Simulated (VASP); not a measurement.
Crystal: MoSe2.

```
Mo Se
1.0
     3.27110    0.00000    0.00000
    -1.63555    2.83286    0.00000
     0.00000    0.00000   14.60695
Mo Se
2 4
Cartesian
  1.6356 0.9443 10.9552
  0.0000 1.8886 3.6517
  0.0000 1.8886 12.5989
  1.6356 0.9443 5.2954
  0.0000 1.8886 9.3115
  1.6356 0.9443 2.0080
```

This cell differs from its parent crystal: equal strain along all axes, cell held: -1.5 %.

| Property | Result |
| --- | --- |
| Program | VASP 6.6.1 |
| Task | relaxation of the atoms |
| Functional | PBE |
| Potentials or basis | VASP PAW PBE potentials, release 64 (Mo_sv, Se) |
| Cutoff | 450 eV |
| k mesh | 9 × 9 × 2 |
| Occupations | gaussian, width 0.02 eV |
| Spin | no spin polarisation |

At the start: pressure 5.5 GPa; volume 22.56 Å³/atom.

Where does the relaxation end?

Over 3 steps the energy falls by 11.2 meV/atom; space group P6_3/mmc (No. 194, to 0.1 Å) before and after.

The path:
| step | energy change (eV) | largest force (eV/Å) | pressure (GPa) |
| --- | --- | --- | --- |
| 1 | 0.0000 | 0.7677 | 5.45 |
| 2 | -0.0652 | 0.1246 | 2.59 |
| 3 | -0.0670 | 0.0017 | 2.02 |

Final structure:
```
CELL_PARAMETERS angstrom
3.27110 0.00000 0.00000
-1.63555 2.83286 0.00000
0.00000 0.00000 14.60695
ATOMIC_POSITIONS crystal
Mo 0.66667 0.33333 0.75000
Mo 0.33333 0.66667 0.25000
Se 0.33333 0.66667 0.86559
Se 0.66667 0.33333 0.36559
Se 0.33333 0.66667 0.63441
Se 0.66667 0.33333 0.13441
```

Caveat: the cell differs from its parent crystal (equal strain along all axes, cell held: -1.5 %); this functional lacks dispersion, which binds the layers, so the pressure and a relaxed spacing across them are unreliable.
